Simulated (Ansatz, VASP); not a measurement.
**Two plane-wave programs on MoS2**

INCAR

```
SYSTEM = MoS2
ALGO = Normal
EDIFF = 1E-6
ENCUT = 520
GGA = PS
ISIF = 2
ISMEAR = 0
IVDW = 12
LASPH = .TRUE.
LCHARG = .TRUE.
LELF = .TRUE.
LREAL = .FALSE.
LVHAR = .TRUE.
LWAVE = .FALSE.
NBANDS = 20
NELM = 60
PREC = Accurate
SIGMA = 0.15
```

Contents of KPOINTS:

```
k-points
0
G
  15 15 15
  0 0 0
```

Contents of POSCAR:

```
MoS2
1.0
    1.5399048573      0.8890644839      5.7970502989
   -1.5399048573      0.8890644839      5.7970502989
    0.0000000000     -1.7781289678      5.7970502989
Mo S
1 2
Direct
    0.0133668305      0.0133668305     -0.0267336611
    0.7392254696      0.7392254696      0.7992323656
    0.2207699330      0.2207699330      0.2807768290
```

Input for Ansatz:

```yaml
crystal:
  lattice:
    - [1.5399048573, 0.8890644839, 5.7970502989]
    - [-1.5399048573, 0.8890644839, 5.7970502989]
    - [0.0, -1.7781289678, 5.7970502989]
  atoms:
    - { symbol: Mo, position: [0.0133668305, 0.0133668305, -0.0267336611] }
    - { symbol: S, position: [0.7392254696, 0.7392254696, 0.7992323656] }
    - { symbol: S, position: [0.220769933, 0.220769933, 0.280776829] }
basis:
  ecutwfc: 420
kpoints:
  mp_grid: { grid: [15, 15, 15] }
hamiltonian:
  xc: pbesol
  pseudopotentials: { kind: paw, azcp: { folder: soft_1 } }
  dispersion: d3bj
scf:
  occupations: { method: gaussian, width: 0.15 }
output:
  forces: true
  stress: true
  eigenvalues: true
```

Change from the starting cell: mode 4 frozen in at +0.000 Å and mode 5 at -0.107 Å (largest displacements).

Alike in both runs: task single point; functional PBEsol; dispersion D3(BJ); k mesh 15 × 15 × 15; occupations gaussian, width 0.15 eV; no spin polarisation.

|  | VASP | Ansatz |
| --- | --- | --- |
| version | VASP 6.6.1 | Ansatz 0.2.0 |
| potentials or method | VASP PAW PBE potentials, release 64 (Mo_sv, S), cutoff 520 eV | scalar-relativistic, plane waves, PAW |
| valence electrons in the cell | 26 | 26 |

Ansatz gave:

- gap on the k mesh at the Fermi level (eV): none
- pressure (GPa): 1.8
- traceless stress, the component that is largest in VASP (GPa): -1.64
- rms of the force components (eV/Å): 0.790

**Question.** Estimate VASP's values.

**Answer.** gap on the k mesh at the Fermi level (eV): none; pressure (GPa): 1.8; traceless stress, the component that is largest in VASP (GPa): -1.63; rms of the force components (eV/Å): 0.787.

VASP's potentials were made for PBE, not for PBEsol, and Ansatz warns of the same on its side. Atom by atom the forces differ by 0.004 eV/Å (rms over components). A gap of «none» marks a metal or a gap that the smearing closes.
